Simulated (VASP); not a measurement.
Wanted: the native input for a VASP 6.6.1 run.

```
Task                   : single point
Functional             : PBE
Potentials or basis    : VASP PAW PBE potentials, release 64 (Bi_d)
Cutoff                 : 520 eV
k mesh                 : 9 × 9 × 1
Occupations            : gaussian, width 0.02 eV
Spin                   : no spin polarisation
Dipole correction      : yes
Further INCAR settings : ALGO = Normal; EDIFF = 1e-06; NBANDS = 22
```

The structure of Bi lies in POSCAR:

```
Bi
1.0
    4.4190000000      0.0000000000      0.0000000000
   -2.2095000000      3.8269662593      0.0000000000
    0.0000000000      0.0000000000     28.0000000000
Bi
2
Direct
    0.3333333333      0.6666666667      0.5066071429
    0.6666666667      0.3333333333      0.4933928571
```

The input as run:

INCAR

```
SYSTEM = Bi
  PREC = Accurate
  ENCUT = 520
  EDIFF = 1E-6
  ISMEAR = 0
  SIGMA = 0.02
  LREAL = .False.
  LASPH = .True.
  NELM = 100
  ALGO = Normal
  ISIF = 2
  LWAVE = .False.
  LCHARG = .False.
  LDIPOL = .True.
  IDIPOL = 3
  DIPOL = 0.5 0.5 0.500
  GGA = PE
  NBANDS = 22
```

KPOINTS

```
regular mesh
0
Gamma
  9 9 1
  0 0 0
```

Potentials or basis: VASP PAW PBE potentials, release 64 (Bi_d).

Launch:

```sh
$ cat potpaw_PBE.64/Bi_d/POTCAR > POTCAR
$ mpirun -np 1 vasp_std > vasp.out
```

Results of the run:

```json
{
 "Largest force": "2.072 eV/Å",
 "Band gap on the k mesh": "zero (bands 15 and 16 overlap by 0.41 eV)"
}
```

Caveat: spin-orbit coupling is left out, which moves the levels of the heavy elements.

Wall time 2.9 min on 1 thread of Intel(R) Xeon(R) Platinum 8488C (Sapphire Rapids) (shared host), peak memory 0.6 GiB.
